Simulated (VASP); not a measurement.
Write the native input for VASP 6.6.1 that does the following.

| Item | Value |
| --- | --- |
| Task | single point |
| Functional | PBE |
| Potentials or basis | VASP PAW PBE potentials, release 64 (Zn, O) |
| Cutoff | 520 eV |
| k mesh | 8 × 8 × 8 |
| Occupations | gaussian, width 0.1 eV |
| Spin | no spin polarisation |
| Dipole correction | no |
| Further INCAR settings | ALGO = Normal; EDIFF = 1e-07; NBANDS = 26 |

The structure of ZnO lies in POSCAR:

```
ZnO
1.0
   -1.6525088416      1.6525088416      5.6647702538
    1.6525088416     -1.6525088416      5.6647702538
    1.6525088416      1.6525088416     -5.6647702538
Zn O
2 2
Direct
    0.8338078526      0.8338078526      0.0000000000
    0.5838078526      0.0838078526      0.5000000000
    0.6661921474      0.6661921474      0.0000000000
    0.4161921474      0.9161921474      0.5000000000
```

The cell was built from a structure type or drawn by symmetry, and may not be a known phase.

These files were run (other wordings do the same):

INCAR

```
SYSTEM = ZnO
ALGO = Normal
EDIFF = 1E-7
ENCUT = 520
GGA = PE
ISIF = 2
ISMEAR = 0
LASPH = .TRUE.
LCHARG = .FALSE.
LREAL = .FALSE.
LWAVE = .FALSE.
NBANDS = 26
NELM = 100
PREC = Accurate
SIGMA = 0.1
```

KPOINTS

```
k-points
0
G
  8 8 8
  0 0 0
```

Potentials or basis: VASP PAW PBE potentials, release 64 (Zn, O).

The run is started by

```bash
$ cat potpaw_PBE.64/Zn/POTCAR potpaw_PBE.64/O/POTCAR > POTCAR
$ mpirun -np 1 vasp_std > vasp.out
```

It gave:

```
Pressure               : 0.8 GPa
Band gap on the k mesh : 0.59 eV
```

Run time: 3.2 min on 1 thread of AMD EPYC 9R45 96-Core Processor (Zen 5), on a shared host, peak memory 0.32 GiB.
